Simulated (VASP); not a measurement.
Input of a VASP 6.6.1 run:

The input INCAR:

```
ALGO = Normal
EDIFF = 1E-6
ENCUT = 520
GGA = PE
ISIF = 2
ISMEAR = -1
LASPH = True
LCHARG = True
LELF = True
LREAL = Auto
LVHAR = True
LWAVE = False
NBANDS = 163
NELECT = 250.0
NELM = 60
PREC = Accurate
SIGMA = 0.02
```

File KPOINTS:

```
k-points
0
Gamma
  1 1 1
```

POSCAR

```
Si
1.0
   10.8600000000      0.0000000000      0.0000000000
    0.0000000000     10.8600000000      0.0000000000
    0.0000000000      0.0000000000     10.8600000000
Si
63
Direct
    0.4989860958      0.0010078269      0.0009350829
    0.6253680479      0.1261990792      0.1246843462
    0.7507147330      0.2493216390     -0.0021171271
    0.8738412523      0.3746678637      0.1246834254
    0.7500902394      0.0002346225      0.2501465930
    0.8872051565      0.1128290055      0.3737892265
   -0.0000372928      0.0000703499     -0.0004633517
    0.1234845304      0.1252872007      0.1256893186
    0.2520556169      0.2504551565      0.0001610497
    0.3739978821      0.3770966851      0.1259244015
    0.4998882136      0.5001487109      0.0000313076
    0.6229429098      0.6260372007      0.1259249540
    0.7495860037      0.7479795580      0.0001636280
    0.8747498158      0.8765481584      0.1256929098
    0.2424251381      0.0015772560      0.2574989871
    0.3742308471      0.1252921731      0.3764386740
    0.4997634438      0.2504574586      0.2478684162
    0.6268392265      0.3732053407      0.3754256906
    0.7495882136      0.5002779006      0.2478659300
    0.8747442910      0.6258126151      0.3764366483
    0.5003842541      0.0000720074      0.4999545120
    0.6273197053      0.1240916206      0.6239775322
    0.7569220074      0.2431165746      0.4987220994
    0.8759484346      0.3727172192      0.6239767956
    0.7569216390     -0.0011630755      0.7430023941
    0.8759432781      0.1240953959      0.8726033149
   -0.0009663904      0.5010639963      0.0009507366
    0.1242248619      0.6306490792      0.1305371087
    0.2485408840      0.7514897790      0.0016553407
    0.3694125230      0.8758061694      0.1305089319
   -0.0001973297      0.2499454880      0.2501513812
    0.1247892265      0.3751013812      0.3751283610
    0.2485484346      0.5017708103      0.2513747698
    0.3694070902      0.6306336096      0.3756942910
    0.4982724678      0.7514895948      0.2513744936
    0.6249406998      0.8752477901      0.3751301105
    0.0401591160     -0.0401631676      0.4597364641
    0.1261309392      0.1128232044      0.6127131676
    0.2497624309      0.2499455801      0.5001174033
    0.3752357274      0.3746647330      0.6260807551
    0.4989821363      0.5010526703      0.5008923573
    0.6253666667      0.6247933702      0.6260886740
    0.7500813996      0.7502620626      0.5001246777
    0.8872023020      0.8739019337      0.6127168508
    0.2497726519      0.0002313076      0.7498301105
    0.3752375691      0.1261992634      0.8745515654
    0.5020394107      0.2493191529      0.7492028545
    0.6249243094      0.3751128913      0.8749956722
    0.7507213628      0.4979943831      0.7492063536
    0.8738416206      0.6247977901      0.8745554328
   -0.0015146409      0.7576784530      0.2575651934
   -0.0000367403      0.4996571823      0.4999535912
    0.1234863720      0.6258046041      0.6251746777
    0.2424073665      0.7576323204      0.5014574586
    0.3742361878      0.8765505525      0.6251747698
    0.0012046041      0.2431171271      0.7430032228
    0.1244994475      0.3732083794      0.8730925414
    0.2520573665      0.5002745856      0.7503392265
    0.3739930018      0.6260408840      0.8769830571
    0.4997624309      0.7479803867      0.7503440147
    0.6268397790      0.8755400552      0.8730884899
   -0.0001987109      0.7502638122      0.7498324125
    0.1247897790      0.8752469613      0.8749809392
```

Potentials or basis: VASP PAW PBE potentials, release 64 (Si).

Command:

```bash
$ cat potpaw_PBE.64/Si/POTCAR > POTCAR
$ mpirun -np 1 vasp_gam > vasp.out
```

**Question.** Estimate the largest force.

**Answer.** 0.606 eV/Å.

Forces in eV/Å, atoms in the order of the input:
```
Si   0.011  0.006 -0.012
Si   0.004 -0.008 -0.005
Si   0.002 -0.003 -0.001
Si   0.008 -0.004 -0.005
Si   0.001  0.011  0.001
Si   0.030 -0.030 -0.009
Si  -0.002  0.002 -0.011
Si  -0.012  0.006 -0.005
Si   0.009 -0.006 -0.004
Si   0.002 -0.003 -0.001
Si  -0.001  0.003 -0.001
Si   0.003 -0.002 -0.001
Si   0.006 -0.008 -0.005
Si  -0.006  0.012 -0.005
Si   0.037 -0.005 -0.037
Si   0.005  0.006  0.012
Si   0.004 -0.006 -0.009
Si   0.010 -0.010  0.011
Si   0.006 -0.004 -0.009
Si  -0.005 -0.004  0.012
Si   0.012  0.003  0.001
Si   0.010 -0.001 -0.001
Si   0.016 -0.017 -0.010
Si   0.001 -0.010 -0.001
Si   0.016 -0.010 -0.016
Si   0.001 -0.001 -0.010
Si  -0.006 -0.012 -0.012
Si   0.008 -0.019 -0.020
Si   0.003 -0.004 -0.008
Si   0.020 -0.009 -0.020
Si  -0.011 -0.001  0.001
Si   0.003 -0.007 -0.002
Si   0.003 -0.009 -0.004
Si   0.020 -0.019 -0.008
Si   0.009 -0.004 -0.003
Si   0.007 -0.004 -0.002
Si  -0.350  0.350  0.349
Si   0.009 -0.030 -0.030
Si  -0.003 -0.001  0.009
Si   0.004 -0.004 -0.008
Si   0.012 -0.012  0.006
Si   0.004 -0.004 -0.008
Si   0.002  0.003  0.009
Si   0.030 -0.010 -0.030
Si  -0.001  0.010 -0.001
Si   0.005 -0.008 -0.004
Si   0.001 -0.002 -0.002
Si   0.002 -0.002 -0.001
Si   0.002 -0.001 -0.002
Si   0.008 -0.005 -0.004
Si   0.005 -0.039 -0.038
Si  -0.002 -0.013  0.001
Si  -0.011 -0.005  0.006
Si   0.038 -0.038 -0.004
Si   0.005  0.011  0.006
Si   0.010 -0.016 -0.016
Si  -0.011 -0.010 -0.009
Si   0.008 -0.004 -0.006
Si   0.001 -0.002 -0.003
Si   0.005 -0.008 -0.006
Si   0.010  0.012 -0.009
Si  -0.009  0.001 -0.002
Si   0.003 -0.004 -0.006
```

Caveat: the k points lie up to 0.58 Å⁻¹ apart; the cell carries a net charge on a neutralising background, which shifts energy and pressure.
